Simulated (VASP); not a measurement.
A run of VASP 6.6.1 is set up as follows.

File INCAR:

```
ALGO = Normal ; EDIFF = 1E-6
ENCUT = 520 ; GGA = RP
ISIF = 2 ; ISMEAR = -1
LASPH = T ; LCHARG = T
LELF = T ; LREAL = F
LVHAR = T ; LWAVE = F
NBANDS = 16 ; NELM = 60
PREC = Accurate ; SIGMA = 0.05
```

The input KPOINTS:

```
k-points
0
Gamma
  8 8 7
```

Contents of POSCAR:

```
NbTe
1.0
    3.7029743866      0.0000000000      0.0000000000
   -1.8514871933      3.2068698884      0.0000000000
    0.0000000000      0.0000000000      3.6942110000
Te Nb
1 1
Direct
    0.6666666667      0.3333333333      0.0000000000
    0.0000000000      0.0000000000      0.5000000000
```

Potentials or basis: VASP PAW PBE potentials, release 64 (Te, Nb_sv).

Run with:

```sh
$ cat potpaw_PBE.64/Te/POTCAR potpaw_PBE.64/Nb_sv/POTCAR > POTCAR
$ mpirun -np 1 vasp_std > vasp.out
```

(1) Predict the pressure.

(2) What does it give for the band gap on the k mesh?

## Answers

(1) 1.2 GPa.

(2) zero (an odd number of electrons rules out a gap without spin polarisation).

Caveat: the PAW data sets were made with another functional, which shifts forces and pressure a little; spin-orbit coupling is left out, which moves the levels of the heavy elements.
